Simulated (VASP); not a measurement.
# LiH in VASP: notebook

The runs below take LiH through single point, with PBE, r2SCAN.

Program: VASP 6.6.1. These are calculated values, not measurements. Logs are shortened: lines on timing, memory, paths and dates and some standing lists are left out, and cuts for length are marked.

## (1) The cell of the first run

It takes space group I4/mmm (No. 139, tetragonal). Conventional cell: a = 2.883 Å, b = 2.883 Å, c = 4.006 Å, α = 90.00°, β = 90.00°, γ = 90.00°. Within 2.7 Å of Li (site symmetry 4/mmm) lie 6 H at 2.00 to 2.04 Å. Within 2.7 Å of H (site symmetry 4/mmm) lie 6 Li at 2.00 to 2.04 Å.

## (2) Single point, PBE (biaxial xy strain +1.8%)

The input, INCAR:

```
SYSTEM = LiH
  PREC = Accurate
  ENCUT = 520
  EDIFF = 1E-6
  ISMEAR = -1
  SIGMA = 0.02
  LREAL = .False.
  LASPH = .True.
  NELM = 100
  ALGO = Normal
  ISIF = 2
  LWAVE = .False.
  LCHARG = .True.
  GGA = PE
  LELF = .True.
  LVHAR = .True.
  NBANDS = 9
```

The input, KPOINTS:

```
regular mesh
0
Gamma
  10 10 10
  0 0 0
```

The input, POSCAR:

```
LiH
1.0
    0.0000000000      2.0388484488      2.0029948411
    2.0388484488      0.0000000000      2.0029948411
    2.0388484488      2.0388484488      0.0000000000
Li H
1 1
Direct
    0.0000000000      0.0000000000      0.0000000000
    0.5000000000      0.5000000000      0.5000000000
```

Potentials or basis: VASP PAW PBE potentials, release 64 (Li_sv, H).

Started as:

```
$ cat potpaw_PBE.64/Li_sv/POTCAR potpaw_PBE.64/H/POTCAR > POTCAR
$ mpirun -np 1 vasp_std > vasp.out
```

OUTCAR:

```text
SYSTEM = LiH
   PREC = Accurate
   ENCUT = 520
   EDIFF = 1E-6
   ISMEAR = -1
   LREAL = .False.
   LASPH = .True.
   NELM = 100
   ISIF = 2
   GGA = PE

 ion  position               nearest neighbor table
   1  0.000  0.000  0.000-
   2  0.500  0.500  0.500-

  LATTYP: Found a body centered tetragonal cell.
 ALAT       =     2.8833671279
 C/A-ratio  =     1.3893442994

  Lattice vectors:

 A1 = (   0.0000000000,  -2.0388484488,  -2.0029948411)
 A2 = (   0.0000000000,   2.0388484488,  -2.0029948411)
 A3 = (   2.0388484488,   0.0000000000,   2.0029948411)

Analysis of symmetry for initial positions (statically):
=====================================================================
 Subroutine PRICEL returns:
 Original cell was already a primitive cell.

 Routine SETGRP: Setting up the symmetry group for a
 body centered tetragonal supercell.

 Subroutine GETGRP returns: Found 16 space group operations
 (whereof 16 operations were pure point group operations)
 out of a pool of 16 trial point group operations.

The static configuration has the point symmetry D_4h.

Analysis of symmetry for dynamics (positions and initial velocities):
=====================================================================
 Subroutine PRICEL returns:
 Original cell was already a primitive cell.

 Routine SETGRP: Setting up the symmetry group for a
 body centered tetragonal supercell.

 Subroutine GETGRP returns: Found 16 space group operations
 (whereof 16 operations were pure point group operations)
 out of a pool of 16 trial point group operations.

The dynamic configuration has the point symmetry D_4h.

 Subroutine INISYM returns: Found 16 space group operations
 (whereof 16 operations are pure point group operations),
 and found     1 'primitive' translations

----------------------------------------------------------------------------------------

                                     Primitive cell

  volume of cell :      16.6525

  direct lattice vectors                    reciprocal lattice vectors
     0.000000000  2.038848449  2.002994841    -0.245236472  0.245236472  0.249626205
     2.038848449  0.000000000  2.002994841     0.245236472 -0.245236472  0.249626205
     2.038848449  2.038848449  0.000000000     0.245236472  0.245236472 -0.249626205

  length of vectors
     2.858127242  2.858127242  2.883367128     0.427311474  0.427311474  0.427311474

  position of ions in fractional coordinates (direct lattice)
     0.000000000  0.000000000  0.000000000
     0.500000000  0.500000000  0.500000000

  ion indices of the primitive-cell ions
   primitive index   ion index
                 1           1
                 2           2

----------------------------------------------------------------------------------------

 KPOINTS: regular mesh

Automatic generation of k-mesh.
 Grid dimensions read from file:
 generate k-points for:   10   10   10

 Generating k-lattice:

  Cartesian coordinates                     Fractional coordinates (reciprocal lattice)
    -0.024523647  0.024523647  0.024962620     0.100000000 -0.000000000  0.000000000
     0.024523647 -0.024523647  0.024962620    -0.000000000  0.100000000  0.000000000
     0.024523647  0.024523647 -0.024962620     0.000000000  0.000000000  0.100000000

  Length of vectors
     0.042731147  0.042731147  0.042731147

  Shift w.r.t. Gamma in fractional coordinates (k-lattice)
     0.000000000  0.000000000  0.000000000

 Subroutine IBZKPT returns following result:
 ===========================================

 Found    102 irreducible k-points:

 Following reciprocal coordinates:
            Coordinates               Weight
  0.000000  0.000000  0.000000      1.000000
  0.100000 -0.000000  0.000000      8.000000
  0.200000 -0.000000  0.000000      8.000000
  0.300000  0.000000  0.000000      8.000000
  0.400000  0.000000  0.000000      8.000000
  0.500000  0.000000  0.000000      4.000000
[... 16 lines left out ...]
  0.300000  0.300000  0.000000      2.000000
  0.400000  0.300000  0.000000      8.000000
 [... further k-points ...]
   k-points           NKPTS =    102   k-points in BZ     NKDIM =    102   number of bands    NBANDS=      9
   number of dos      NEDOS =    301   number of ions     NIONS =      2
   total plane-waves  NPLWV =  13824
   dimension x,y,z NGX =    24 NGY =   24 NGZ =   24
   dimension x,y,z NGXF=    48 NGYF=   48 NGZF=   48
   ions per type =               1   1
   NGX,Y,Z   is equivalent  to a cutoff of  13.96, 13.96, 13.84 a.u.
   NGXF,Y,Z  is equivalent  to a cutoff of  27.92, 27.92, 27.68 a.u.
 SYSTEM =  LiH
   PREC   = accura    normal or accurate (medium, high low for compatibility)
   ISTART =      0    job   : 0-new  1-cont  2-samecut
   ICHARG =      2    charge: 1-file 2-atom 10-const
   ISPIN  =      1    spin polarized calculation?
   LNONCOLLINEAR =      F non collinear calculations
   LSORBIT =      F    spin-orbit coupling
   LASPH  =      T    aspherical Exc in radial PAW
   ENCUT  =  520.0 eV  38.22 Ry    6.18 a.u.   5.31  5.31  5.36*2*pi/ulx,y,z
   NELM   =    100;   NELMIN=  2; NELMDL= -5     # of ELM steps
   EDIFF  = 0.1E-05   stopping-criterion for ELM
   LREAL  =      F    real-space projection
   EDIFFG = 0.1E-04   stopping-criterion for IOM
   NSW    =      0    number of steps for IOM
   IBRION =     -1    ionic relax: 0-MD 1-quasi-New 2-CG
   NFREE  =      0    steps in history (QN), initial steepest desc. (CG)
   ISIF   =      2    stress and relaxation
   ISYM   =      2    0-nonsym 1-usesym 2-fastsym
   POTIM  = 0.5000    time-step for ionic-motion
   TEBEG  =    0.0;   TEEND  =   0.0 temperature during run
   PSTRESS=    0.0 pullay stress
   NELECT =       4.0000    total number of electrons
   NUPDOWN=      -1.0000    fix difference up-down
   EMIN   =  10.00;   EMAX   =-10.00  energy-range for DOS
   EFERMI =   0.00;   METHOD = LEGACY
   ISMEAR =    -1;   SIGMA  =   0.02  broadening in eV -4-tet -1-fermi 0-gaus
   EFERMI_NEDOS =   21; number of points for ismear=-14 and -15
   IALGO  =     38    algorithm
   IMIX   =      4    mixing-type and parameters
     AMIX     =   0.40;   BMIX     =  1.00
     AMIX_MAG =   1.60;   BMIX_MAG =  1.00
  volume/ion in A,a.u.               =       8.33        56.19
  Fermi-wavevector in a.u.,A,eV,Ry     =   1.017657  1.923094 14.090555  1.035627
  Thomas-Fermi vector in A             =   2.151071
   LORBIT       =      0    0 simple, 1 ext, 2 COOP (PROOUT), +10 PAW based schemes
   GGA     = PE    functional components
[... 5 lines left out ...]
 non-spin polarized calculation
  energy-cutoff  :      520.00
  volume of cell :       16.65
 maximum number of plane-waves:       459
 NGX is ok and might be reduce to    24
   NGX = 11   NGY = 11   NGZ = 11

 number of electron       3.9999997 magnetization

 Free energy of the ion-electron system (eV)
  ---------------------------------------------------
  ext. energy  EPLUGINS =         0.00000000
  ---------------------------------------------------
  free energy    TOTEN  =        -6.12423920 eV

  energy without entropy =       -6.12423920  energy(sigma->0) =       -6.12423920

 E-fermi :   0.3742     XC(G=0):  -8.4037

 val. band max:        0.0255373857   @ k =   0.5000   0.5000   0.0000
 cond. band min:       2.8628325406   @ k =   0.5000   0.0000   0.5000
 fundamental gap:      2.8372951550
 Fermi energy:         0.3742234252

 k-point     1 :       0.0000    0.0000    0.0000
  band No.  band energies     occupation
      1     -44.3870      2.00000
      2      -5.3683      2.00000
      3      15.5871      0.00000
      4      17.3906      0.00000
      5      17.5408      0.00000
      6      17.5408      0.00000
      7      22.1138      0.00000
      8      22.1138      0.00000
      9      22.2124      0.00000

 k-point     2 :       0.1000   -0.0000    0.0000
  band No.  band energies     occupation
      1     -44.3831      2.00000
      2      -5.1939      2.00000
      3      14.2120      0.00000
      4      16.4769      0.00000
      5      17.1019      0.00000
      6      17.1291      0.00000
      7      21.5791      0.00000
      8      22.9439      0.00000
      9      22.9760      0.00000

 k-point     3 :       0.2000   -0.0000    0.0000
  band No.  band energies     occupation
      1     -44.3729      2.00000
      2      -4.6835      2.00000
      3      11.0784      0.00000
      4      15.2081      0.00000
      5      16.4633      0.00000
      6      16.5549      0.00000
      7      22.3536      0.00000
      8      22.4584      0.00000
      9      23.0643      0.00000

 k-point     4 :       0.3000    0.0000    0.0000
  band No.  band energies     occupation
      1     -44.3603      2.00000
      2      -3.8964      2.00000
      3       8.0108      0.00000
      4      14.1869      0.00000
      5      16.0397      0.00000
      6      16.2434      0.00000
      7      20.4630      0.00000
      8      20.9792      0.00000
      9      23.9020      0.00000

 k-point     5 :       0.4000    0.0000    0.0000
  band No.  band energies     occupation
      1     -44.3500      2.00000
      2      -3.0311      2.00000
      3       5.7037      0.00000
      4      13.5230      0.00000
      5      15.9346      0.00000
      6      16.2398      0.00000
      7      19.0393      0.00000
      8      19.4738      0.00000
      9      25.6532      0.00000

 k-point     6 :       0.5000    0.0000    0.0000
  band No.  band energies     occupation
      1     -44.3462      2.00000
      2      -2.5965      2.00000
      3       4.7797      0.00000
      4      13.2937      0.00000
      5      15.9682      0.00000
      6      16.3278      0.00000
      7      18.4896      0.00000
      8      18.8743      0.00000
      9      26.6581      0.00000
[... 169 lines left out ...]
 k-point    21 :      -0.3000    0.2000    0.0000
  band No.  band energies     occupation
      1     -44.3465      2.00000
      2      -2.6485      2.00000
      3       6.7102      0.00000
      4       9.1004      0.00000
      5      14.7850      0.00000
      6      15.3164      0.00000
      7      22.0553      0.00000
      8      24.9243      0.00000
      9      26.0423      0.00000

 k-point    22 :      -0.2000    0.2000    0.0000
  band No.  band energies     occupation
      1     -44.3562      2.00000
      2      -3.5735      2.00000
      3       9.4128      0.00000
      4       9.4498      0.00000
      5      15.5625      0.00000
      6      16.4297      0.00000
      7      21.3261      0.00000
      8      23.3514      0.00000
      9      25.0039      0.00000

 k-point    23 :       0.3000    0.3000    0.0000
  band No.  band energies     occupation
      1     -44.3507      2.00000
      2      -3.1437      2.00000
      3       8.5702      0.00000
      4      11.8356      0.00000
      5      11.8356      0.00000
      6      15.0254      0.00000
      7      16.9483      0.00000
      8      27.9332      0.00000
      9      30.0779      0.00000

 k-point    24 :       0.4000    0.3000    0.0000
  band No.  band energies     occupation
      1     -44.3427      2.00000
      2      -2.2585      2.00000
      3       6.7049      0.00000
      4      10.1524      0.00000
      5      11.3865      0.00000
      6      15.7343      0.00000
      7      16.9870      0.00000
      8      28.9506      0.00000
      9      29.1499      0.00000

 [... further k-points ...]
[... 5 lines left out ...]
  --------------------------------------------------------------------------------------
  -------------------------------------------------------------------------------------
  Total       -0.1836747     -0.1836747     -0.0689955      0.0000000      0.0000000      0.0000000
  in kB      -17.6717810    -17.6717810     -6.6382155      0.0000000      0.0000000      0.0000000
  external PRESSURE =     -13.9939259 kB  Pullay stress =       0.0000000 kB

 VOLUME and BASIS-vectors are now :
 -----------------------------------------------------------------------------
  energy-cutoff  :      520.00
  volume of cell :       16.65
      direct lattice vectors                 reciprocal lattice vectors
     0.000000000  2.038848449  2.002994841    -0.245236472  0.245236472  0.249626205
     2.038848449  0.000000000  2.002994841     0.245236472 -0.245236472  0.249626205
     2.038848449  2.038848449  0.000000000     0.245236472  0.245236472 -0.249626205

 POSITION                                       TOTAL-FORCE (eV/Angst)
 -----------------------------------------------------------------------------------
      0.00000      0.00000      0.00000         0.000000      0.000000      0.000000
      2.03885      2.03885      2.00299         0.000000      0.000000      0.000000
 -----------------------------------------------------------------------------------
    total drift:                                0.000000     -0.000000     -0.000000

  FREE ENERGIE OF THE ION-ELECTRON SYSTEM (eV)
  ---------------------------------------------------
  free  energy   TOTEN  =        -6.1242391967 eV

  energy  without entropy=       -6.1242391967  energy(sigma->0) =       -6.12423920
```

Run time: 4.7 s. Hardware: 1 thread of Intel Xeon 6975P-C (Granite Rapids), shared host; peak memory 0.13 GiB.

Results:

```
Free energy            : -6.1242 eV
Band gap on the k mesh : 2.84 eV, indirect (least direct gap 2.97 eV)
```

Caveat: the cell differs from its parent crystal (biaxial xy strain +1.8%); the cutoff is under 1.25 times the usual one of these potentials, so pressure, stress and relaxed cells hold a basis-set (Pulay) error. A k mesh can miss the band edges.

## (3) Single point, PBE (strain along [111] +4.5%)

The input, INCAR:

```
ALGO = Normal
EDIFF = 1E-6
ENCUT = 520
GGA = PE
ISIF = 2
ISMEAR = -1
LASPH = True
LCHARG = False
LREAL = False
LWAVE = False
NBANDS = 9
NELM = 80
PREC = Accurate
SIGMA = 0.02
```

The input, KPOINTS:

```
k-points
0
Gamma
  10 10 10
```

The input, POSCAR:

```
LiH
1.0
    0.0603569112      2.0633517523      2.0633517523
    2.0633517523      0.0603569112      2.0633517523
    2.0633517523      2.0633517523      0.0603569112
Li H
1 1
Direct
    0.0000000000      0.0000000000      0.0000000000
    0.5000000000      0.5000000000      0.5000000000
```

Potentials or basis: VASP PAW PBE potentials, release 64 (Li_sv, H).

Started as:

```
$ cat potpaw_PBE.64/Li_sv/POTCAR potpaw_PBE.64/H/POTCAR > POTCAR
$ mpirun -np 1 vasp_std > vasp.out
```

OUTCAR:

```text
EDIFF = 1E-6
   ENCUT = 520
   GGA = PE
   ISIF = 2
   ISMEAR = -1
   LASPH = True
   LREAL = False
   NELM = 80
   PREC = Accurate

 ion  position               nearest neighbor table
   1  0.000  0.000  0.000-
   2  0.500  0.500  0.500-

  LATTYP: Found a trigonal (rhomboedric) cell.
 ALAT       =     2.9186441825
 COS(alpha) =     0.5290255405

  Lattice vectors:

 A1 = (   0.0603569112,   2.0633517523,   2.0633517523)
[... 462 lines left out ...]
      1     -44.4000      2.00000
      2      -2.3109      2.00000
      3       6.5038      0.00000
      4      10.4147      0.00000
      5      11.0468      0.00000
      6      15.5591      0.00000
      7      17.3525      0.00000
      8      28.4636      0.00000
      9      29.2121      0.00000

 [... further k-points ...]
[... 5 lines left out ...]
  --------------------------------------------------------------------------------------
  -------------------------------------------------------------------------------------
  Total       -0.1767962     -0.1767962     -0.1767962     -0.1519064     -0.1519064     -0.1519064
  in kB      -16.8622108    -16.8622108    -16.8622108    -14.4883126    -14.4883126    -14.4883126
  external PRESSURE =     -16.8622108 kB  Pullay stress =       0.0000000 kB

 VOLUME and BASIS-vectors are now :
 -----------------------------------------------------------------------------
  energy-cutoff  :      520.00
  volume of cell :       16.80
      direct lattice vectors                 reciprocal lattice vectors
     0.060356911  2.063351752  2.063351752    -0.253224592  0.246027817  0.246027817
     2.063351752  0.060356911  2.063351752     0.246027817 -0.253224592  0.246027817
     2.063351752  2.063351752  0.060356911     0.246027817  0.246027817 -0.253224592

 POSITION                                       TOTAL-FORCE (eV/Angst)
 -----------------------------------------------------------------------------------
      0.00000      0.00000      0.00000         0.000000     -0.000000      0.000000
      2.09353      2.09353      2.09353         0.000000      0.000000     -0.000000
 -----------------------------------------------------------------------------------
    total drift:                                0.000000     -0.000000     -0.000000

  FREE ENERGIE OF THE ION-ELECTRON SYSTEM (eV)
  ---------------------------------------------------
  free  energy   TOTEN  =        -6.1171368804 eV

  energy  without entropy=       -6.1171368804  energy(sigma->0) =       -6.11713688
```

It took 4.6 s on 1 thread of Intel Xeon 6975P-C (Granite Rapids), shared host; peak memory 0.13 GiB.

What came out:

- Free energy: -6.1171 eV
- Band gap on the k mesh: 3.00 eV, direct

Caveat: the cell differs from its parent crystal (strain along [111] +4.5%); the cutoff is under 1.25 times the usual one of these potentials, so pressure, stress and relaxed cells hold a basis-set (Pulay) error. A k mesh can miss the band edges.

## (4) Single point, PBE (shear xy strain +2.6%)

The input, INCAR:

```
ALGO = Normal ; EDIFF = 1E-6
ENCUT = 520 ; GGA = PE
ISIF = 2 ; ISMEAR = -1
LASPH = True ; LCHARG = False
LREAL = False ; LWAVE = False
NBANDS = 9 ; NELM = 60
PREC = Accurate ; SIGMA = 0.02
```

KPOINTS is that of step 3.

The input, POSCAR:

```
LiH
1.0
    0.0256383340      2.0029948411      2.0029948411
    2.0029948411      0.0256383340      2.0029948411
    2.0286331751      2.0286331751      0.0000000000
Li H
1 1
Direct
    0.0000000000      0.0000000000      0.0000000000
    0.5000000000      0.5000000000      0.5000000000
```

Started as:

```
$ cat potpaw_PBE.64/Li_sv/POTCAR potpaw_PBE.64/H/POTCAR > POTCAR
$ mpirun -np 1 vasp_std > vasp.out
```

Run time: 6.6 s. Hardware: 1 thread of Intel Xeon 6975P-C (Granite Rapids), shared host; peak memory 0.14 GiB.

The run converged. Its results:

| Item | Value |
| --- | --- |
| Free energy | -6.1255 eV |
| Band gap on the k mesh | 2.97 eV, indirect (the least direct gap lies 3.0 meV higher) |

Levels at points of the mesh, in eV from the valence-band top:
| k point | band 1 | band 2 | band 3 | band 4 | band 5 | band 6 |
| --- | --- | --- | --- | --- | --- | --- |
| (0.00, 0.00, 0.00) | -44.30 | -5.45 | 16.10 | 17.54 | 17.88 | 18.28 |
| (0.50, 0.00, 0.00) | -44.25 | -2.55 | 5.02 | 13.50 | 16.26 | 16.46 |
| (0.50, 0.50, 0.00) | -44.23 | -0.01 | 2.97 | 10.40 | 11.25 | 13.96 |
| (0.00, 0.00, 0.50) | -44.25 | -2.72 | 4.83 | 13.83 | 16.60 | 16.79 |
| (0.50, 0.00, 0.50) | -44.23 | 0.00 | 2.98 | 10.82 | 10.82 | 13.99 |

Caveat: the cell differs from its parent crystal (shear xy strain +2.6%); the cutoff is under 1.25 times the usual one of these potentials, so pressure, stress and relaxed cells hold a basis-set (Pulay) error. A k mesh can miss the band edges.

(Part 1 of 2 ends here.)
